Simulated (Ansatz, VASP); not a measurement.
**TaN: VASP beside Ansatz**

```xyz
2
Lattice="0.0893 2.2330 2.2330 2.2330 0.0893 2.2330 2.2330 2.2330 0.0893" Properties=species:S:1:pos:R:3 pbc="T T T"
Ta    2.2777    2.2777    2.2777
N     0.0000    0.0000    0.0000
```

Alike in both runs: task single point; functional PBEsol; k mesh 20 × 20 × 20; occupations gaussian, width 0.15 eV; no spin polarisation.

|  | VASP | Ansatz |
| --- | --- | --- |
| version | VASP 6.6.1 | Ansatz 0.2.0 |
| potentials or method | VASP PAW PBE potentials, release 64 (Ta_pv, N), cutoff 520 eV | scalar-relativistic, plane waves, PAW |
| valence electrons in the cell | 16 | 18 |

VASP gave:

- gap on the k mesh at the Fermi level (eV): none
- pressure (GPa): 1.4
- traceless stress, the component that is largest in VASP (GPa): -2.48

Task: Which values does Ansatz return?

Result: gap on the k mesh at the Fermi level (eV): none; pressure (GPa): 0.2; traceless stress, the component that is largest in VASP (GPa): -2.52.

VASP's potentials were made for PBE, not for PBEsol, and Ansatz warns of the same on its side. A gap of «none» marks a metal or a gap that the smearing closes. VASP's potentials hold 16 valence electrons a cell and Ansatz's 18, so a difference there can come from the potentials and not from the codes.

Spin-orbit coupling is off throughout.
